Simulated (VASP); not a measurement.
# AlNi (Imma) in VASP: single point with PBE

Aim: the single point of AlNi with PBE.

Everything below comes from runs of VASP 6.6.1. Logs are shortened: lines on timing, memory, paths and dates and some standing lists are left out, and cuts for length are marked.

**1. The cell of the first run**

The structure is orthorhombic, space group Imma (No. 74). The conventional cell has a = 4.091 Å, b = 5.786 Å, c = 4.091 Å, α = 90.00°, β = 90.00°, γ = 90.00°. Al (site symmetry mm2) has 8 Ni at 2.41 to 2.60 Å and 6 Al at 2.74 to 3.06 Å within 3.2 Å. Within 3.2 Å of Ni (site symmetry 2/m) lie 8 Al at 2.41 to 2.60 Å and 6 Ni at 2.89 Å.

**2. Single point, PBE (atoms displaced along a vibrational mode)**

The input, INCAR:

```
SYSTEM = AlNi
PREC     = Accurate       ! precision mode
ENCUT    = 520            ! plane-wave cutoff, eV
EDIFF    = 1E-6           ! SCF threshold, eV
ISMEAR   = 0              ! smearing method
SIGMA    = 0.15           ! smearing width, eV
LREAL    = .FALSE.        ! projectors in reciprocal space
LASPH    = .TRUE.         ! aspherical terms in the spheres
NELM     = 100            ! most SCF steps
ALGO     = Fast           ! electronic algorithm
ISIF     = 2              ! what is computed and relaxed
LWAVE    = .FALSE.        ! write WAVECAR
LCHARG   = .FALSE.        ! write CHGCAR
GGA      = PE             ! functional
NBANDS   = 21             ! bands
```

The input, KPOINTS:

```
Automatic mesh
0
G
  18 18 18
  0 0 0
```

The input, POSCAR:

```
AlNi
1.0
   -2.8930835280      0.0000000000     -2.8930835280
    0.0000000000     -2.8930835280     -2.8930835280
   -2.8930835280     -2.8930835280      0.0000000000
Al Ni
2 2
Direct
    0.0000000000      0.0000000000      0.0274964453
    0.5000000000      0.5000000000      0.4725035547
    0.2500000000      0.2500000000      0.2500000000
    0.7500000000      0.7500000000      0.7500000000
```

Potentials or basis: VASP PAW PBE potentials, release 64 (Al, Ni).

Run with:

```sh
$ cat potpaw_PBE.64/Al/POTCAR potpaw_PBE.64/Ni/POTCAR > POTCAR
$ mpirun -np 1 vasp_std > vasp.out
```

OUTCAR:

```text
SYSTEM = AlNi
   PREC = Accurate
   ENCUT = 520
   EDIFF = 1E-6
   ISMEAR = 0
   LREAL = .FALSE.
   LASPH = .TRUE.
   NELM = 100
   ISIF = 2
   GGA = PE

 ion  position               nearest neighbor table
   1  0.000  0.000  0.027-   4 2.41   3 2.41   4 2.51   4 2.51   3 2.51   3 2.51   4 2.60   3 2.60
                             2 2.74   2 2.74   2 2.90   2 2.90   2 3.06   2 3.06
   2  0.500  0.500  0.473-   3 2.41   4 2.41   3 2.51   3 2.51   4 2.51   4 2.51   4 2.60   3 2.60
                             1 2.74   1 2.74   1 2.90   1 2.90   1 3.06   1 3.06
   3  0.250  0.250  0.250-   1 2.41   2 2.41   1 2.51   1 2.51   2 2.51   2 2.51   1 2.60   2 2.60
                             4 2.89   4 2.89   4 2.89   4 2.89   4 2.89   4 2.89
   4  0.750  0.750  0.750-   2 2.41   1 2.41   2 2.51   2 2.51   1 2.51   1 2.51   2 2.60   1 2.60
                             3 2.89   3 2.89   3 2.89   3 2.89   3 2.89   3 2.89

  LATTYP: Found a face centered cubic cell.
 ALAT       =     5.7861670560

  Lattice vectors:

 A1 = (  -2.8930835280,   0.0000000000,  -2.8930835280)
 A2 = (   0.0000000000,  -2.8930835280,  -2.8930835280)
 A3 = (  -2.8930835280,  -2.8930835280,   0.0000000000)

Analysis of symmetry for initial positions (statically):
=====================================================================
 Subroutine PRICEL returns:
 Original cell was already a primitive cell.

 Routine SETGRP: Setting up the symmetry group for a
 face centered cubic supercell.

 Subroutine GETGRP returns: Found  8 space group operations
 (whereof  4 operations were pure point group operations)
 out of a pool of 48 trial point group operations.

The static configuration has the point symmetry C_2v.
 The point group associated with its full space group is D_2h.

Analysis of symmetry for dynamics (positions and initial velocities):
=====================================================================
 Subroutine PRICEL returns:
 Original cell was already a primitive cell.

 Routine SETGRP: Setting up the symmetry group for a
 face centered cubic supercell.

 Subroutine GETGRP returns: Found  8 space group operations
 (whereof  4 operations were pure point group operations)
 out of a pool of 48 trial point group operations.

The dynamic configuration has the point symmetry C_2v.
 The point group associated with its full space group is D_2h.

 Subroutine INISYM returns: Found  8 space group operations
 (whereof  4 operations are pure point group operations),
 and found     1 'primitive' translations

----------------------------------------------------------------------------------------

                                     Primitive cell

  volume of cell :      48.4298

  direct lattice vectors                    reciprocal lattice vectors
    -2.893083528  0.000000000 -2.893083528    -0.172825981  0.172825981 -0.172825981
     0.000000000 -2.893083528 -2.893083528     0.172825981 -0.172825981 -0.172825981
    -2.893083528 -2.893083528  0.000000000    -0.172825981 -0.172825981  0.172825981

  length of vectors
     4.091437962  4.091437962  4.091437962     0.299343381  0.299343381  0.299343381

  position of ions in fractional coordinates (direct lattice)
     0.000000000  0.000000000  0.027496445
     0.500000000  0.500000000  0.472503555
     0.250000000  0.250000000  0.250000000
     0.750000000  0.750000000  0.750000000

  ion indices of the primitive-cell ions
   primitive index   ion index
                 1           1
                 2           2
                 3           3
                 4           4

----------------------------------------------------------------------------------------

 KPOINTS: Automatic mesh

Automatic generation of k-mesh.
 Grid dimensions read from file:
 generate k-points for:   18   18   18

 Generating k-lattice:

  Cartesian coordinates                     Fractional coordinates (reciprocal lattice)
    -0.009601443  0.009601443 -0.009601443     0.055555556  0.000000000  0.000000000
     0.009601443 -0.009601443 -0.009601443     0.000000000  0.055555556  0.000000000
    -0.009601443 -0.009601443  0.009601443     0.000000000  0.000000000  0.055555556

  Length of vectors
     0.016630188  0.016630188  0.016630188

  Shift w.r.t. Gamma in fractional coordinates (k-lattice)
     0.000000000  0.000000000  0.000000000

 Subroutine IBZKPT returns following result:
 ===========================================

 Found    865 irreducible k-points:

 Following reciprocal coordinates:
            Coordinates               Weight
  0.000000  0.000000  0.000000      1.000000
  0.055556  0.000000  0.000000      4.000000
  0.000000  0.000000  0.055556      4.000000
  0.111111  0.000000  0.000000      4.000000
  0.000000  0.000000  0.111111      4.000000
  0.166667  0.000000  0.000000      4.000000
[... 16 lines left out ...]
  0.000000  0.111111  0.055556      8.000000
  0.055556  0.000000  0.111111      8.000000
 [... further k-points ...]
   k-points           NKPTS =    865   k-points in BZ     NKDIM =    865   number of bands    NBANDS=     21
   number of dos      NEDOS =    301   number of ions     NIONS =      4
   total plane-waves  NPLWV =  27000
   dimension x,y,z NGX =    30 NGY =   30 NGZ =   30
   dimension x,y,z NGXF=    60 NGYF=   60 NGZF=   60
   ions per type =               2   2
   NGX,Y,Z   is equivalent  to a cutoff of  12.19, 12.19, 12.19 a.u.
   NGXF,Y,Z  is equivalent  to a cutoff of  24.38, 24.38, 24.38 a.u.
 SYSTEM =  AlNi
   PREC   = accura    normal or accurate (medium, high low for compatibility)
   ISTART =      0    job   : 0-new  1-cont  2-samecut
   ICHARG =      2    charge: 1-file 2-atom 10-const
   ISPIN  =      1    spin polarized calculation?
   LNONCOLLINEAR =      F non collinear calculations
   LSORBIT =      F    spin-orbit coupling
   LASPH  =      T    aspherical Exc in radial PAW
   ENCUT  =  520.0 eV  38.22 Ry    6.18 a.u.   7.61  7.61  7.61*2*pi/ulx,y,z
   NELM   =    100;   NELMIN=  2; NELMDL= -5     # of ELM steps
   EDIFF  = 0.1E-05   stopping-criterion for ELM
   LREAL  =      F    real-space projection
   EDIFFG = 0.1E-04   stopping-criterion for IOM
   NSW    =      0    number of steps for IOM
   IBRION =     -1    ionic relax: 0-MD 1-quasi-New 2-CG
   NFREE  =      0    steps in history (QN), initial steepest desc. (CG)
   ISIF   =      2    stress and relaxation
   ISYM   =      2    0-nonsym 1-usesym 2-fastsym
   POTIM  = 0.5000    time-step for ionic-motion
   TEBEG  =    0.0;   TEEND  =   0.0 temperature during run
   PSTRESS=    0.0 pullay stress
   NELECT =      26.0000    total number of electrons
   NUPDOWN=      -1.0000    fix difference up-down
   EMIN   =  10.00;   EMAX   =-10.00  energy-range for DOS
   EFERMI =   0.00;   METHOD = LEGACY
   ISMEAR =     0;   SIGMA  =   0.15  broadening in eV -4-tet -1-fermi 0-gaus
   EFERMI_NEDOS =   21; number of points for ismear=-14 and -15
   IALGO  =     68    algorithm
   IMIX   =      4    mixing-type and parameters
     AMIX     =   0.40;   BMIX     =  1.00
     AMIX_MAG =   1.60;   BMIX_MAG =  1.00
  volume/ion in A,a.u.               =      12.11        81.71
  Fermi-wavevector in a.u.,A,eV,Ry     =   1.330541  2.514358 24.086934  1.770340
  Thomas-Fermi vector in A             =   2.459620
   LORBIT       =      0    0 simple, 1 ext, 2 COOP (PROOUT), +10 PAW based schemes
   GGA     = PE    functional components
   LHFCALC =     F    Hartree Fock is set to
   AEXX    =    0.0000 exact exchange contribution
   IVDW    =     0    specifies the selected vdW correction
   LEPSILON=     F    determine dielectric tensor
   LRPA    =     F    only Hartree local field effects (RPA)
 non-spin polarized calculation
 RMM-DIIS sequential band-by-band and
 Gauss-broadening in eV      SIGMA  =   0.15
  energy-cutoff  :      520.00
  volume of cell :       48.43
 maximum number of plane-waves:      1323
   NGX = 15   NGY = 15   NGZ = 15

 number of electron      25.9999992 magnetization

 Free energy of the ion-electron system (eV)
  ---------------------------------------------------
  ext. energy  EPLUGINS =         0.00000000
  ---------------------------------------------------
  free energy    TOTEN  =       -20.95031337 eV

  energy without entropy =      -20.93202886  energy(sigma->0) =      -20.94117111

 E-fermi :   9.8471     XC(G=0): -11.9824

 val. band max:        9.8466551548   @ k =   0.0556  -0.3889  -0.2222
 cond. band min:       9.8475788129   @ k =   0.0556   0.2222   0.1111
 fundamental gap:      0.0009236581
 Fermi energy:         9.8470876678

 k-point     1 :       0.0000    0.0000    0.0000
  band No.  band energies     occupation
      1      -1.2042      2.00000
      2       5.7575      2.00000
      3       5.8136      2.00000
      4       5.8285      2.00000
      5       6.6898      2.00000
      6       6.7253      2.00000
[... 13 lines left out ...]
     20      15.3947      0.00000
     21      15.4805      0.00000

 k-point     2 :       0.0556    0.0000    0.0000
  band No.  band energies     occupation
      1      -1.1620      2.00000
      2       5.7292      2.00000
      3       5.8306      2.00000
      4       5.8336      2.00000
      5       6.6938      2.00000
      6       6.7281      2.00000
[... 13 lines left out ...]
     20      15.2884      0.00000
     21      15.2970      0.00000

 k-point     3 :       0.0000    0.0000    0.0556
  band No.  band energies     occupation
      1      -1.1622      2.00000
      2       5.7742      2.00000
      3       5.7777      2.00000
      4       5.8414      2.00000
      5       6.6932      2.00000
      6       6.7296      2.00000
[... 13 lines left out ...]
     20      15.2226      0.00000
     21      15.4508      0.00000

 k-point     4 :       0.1111    0.0000    0.0000
  band No.  band energies     occupation
      1      -1.0356      2.00000
      2       5.6129      2.00000
      3       5.8757      2.00000
      4       5.8808      2.00000
      5       6.7056      2.00000
      6       6.7374      2.00000
[... 13 lines left out ...]
     20      15.1792      0.00000
     21      15.5208      0.00000

 k-point     5 :       0.0000    0.0000    0.1111
  band No.  band energies     occupation
      1      -1.0361      2.00000
      2       5.6545      2.00000
      3       5.8235      2.00000
      4       5.8915      2.00000
      5       6.7036      2.00000
      6       6.7426      2.00000
[... 13 lines left out ...]
     20      15.0609      0.00000
     21      15.6774      0.00000
[... 382 lines left out ...]
     20      15.4742      0.00000
     21      15.4913      0.00000

 k-point    22 :       0.1111    0.0556    0.0000
  band No.  band energies     occupation
      1      -1.0496      2.00000
      2       5.6739      2.00000
      3       5.8370      2.00000
      4       5.8659      2.00000
      5       6.6863      2.00000
      6       6.7536      2.00000
[... 13 lines left out ...]
     20      15.3920      0.00000
     21      15.5242      0.00000

 k-point    23 :       0.0000    0.1111    0.0556
  band No.  band energies     occupation
      1      -1.0497      2.00000
      2       5.6391      2.00000
      3       5.8590      2.00000
      4       5.8803      2.00000
      5       6.7008      2.00000
      6       6.7361      2.00000
[... 13 lines left out ...]
     20      15.4083      0.00000
     21      15.4846      0.00000

 k-point    24 :       0.0556    0.0000    0.1111
  band No.  band energies     occupation
      1      -1.0500      2.00000
      2       5.6735      2.00000
      3       5.8229      2.00000
      4       5.8819      2.00000
      5       6.7008      2.00000
      6       6.7387      2.00000
[... 13 lines left out ...]
     20      15.4113      0.00000
     21      15.6676      0.00000

 [... further k-points ...]

------------------------ aborting loop because EDIFF is reached ----------------------------------------

  FORCE on cell =-STRESS in cart. coord.  units (eV):
  Direction    XX          YY          ZZ          XY          YZ          ZX
  --------------------------------------------------------------------------------------
  -------------------------------------------------------------------------------------
  Total        0.4517450      0.4517450      0.2777557      0.2007086      0.0000000      0.0000000
  in kB       14.9448323     14.9448323      9.1888408      6.6399331      0.0000000      0.0000000
  external PRESSURE =      13.0261684 kB  Pullay stress =       0.0000000 kB

 VOLUME and BASIS-vectors are now :
 -----------------------------------------------------------------------------
  energy-cutoff  :      520.00
  volume of cell :       48.43
      direct lattice vectors                 reciprocal lattice vectors
    -2.893083528  0.000000000 -2.893083528    -0.172825981  0.172825981 -0.172825981
     0.000000000 -2.893083528 -2.893083528     0.172825981 -0.172825981 -0.172825981
    -2.893083528 -2.893083528  0.000000000    -0.172825981 -0.172825981  0.172825981

 POSITION                                       TOTAL-FORCE (eV/Angst)
 -----------------------------------------------------------------------------------
     -0.07955     -0.07955      0.00000         0.868411      0.868411      0.000000
     -2.81353     -2.81353     -2.89308        -0.868411     -0.868411     -0.000000
     -1.44654     -1.44654     -1.44654         0.000000      0.000000      0.000000
     -4.33963     -4.33963     -4.33963        -0.000000     -0.000000      0.000000
 -----------------------------------------------------------------------------------
    total drift:                               -0.000000      0.000000     -0.000000

  FREE ENERGIE OF THE ION-ELECTRON SYSTEM (eV)
  ---------------------------------------------------
  free  energy   TOTEN  =       -20.9503133662 eV

  energy  without entropy=      -20.9320288623  energy(sigma->0) =      -20.94117111
```

It took 11 min on 1 thread of Oxide Virtual Turin-like, shared host; peak memory 0.75 GiB.

What came out:

```yaml
Free_energy: -20.9503 eV
Pressure: 1.3 GPa
Largest_force: 1.228 eV/Å
Band_gap_on_the_k_mesh: zero (bands 13 and 14 overlap by 2.69 eV)
```

Forces in eV/Å, atoms in the order of the input:
```
Al   0.868  0.868  0.000
Al  -0.868 -0.868  0.000
Ni   0.000  0.000  0.000
Ni   0.000  0.000  0.000
```

Caveat: the cell differs from its parent crystal (atoms displaced along a vibrational mode); forces of over 1 eV/Å act on the atoms, so gaps and moduli don't describe the material at rest.
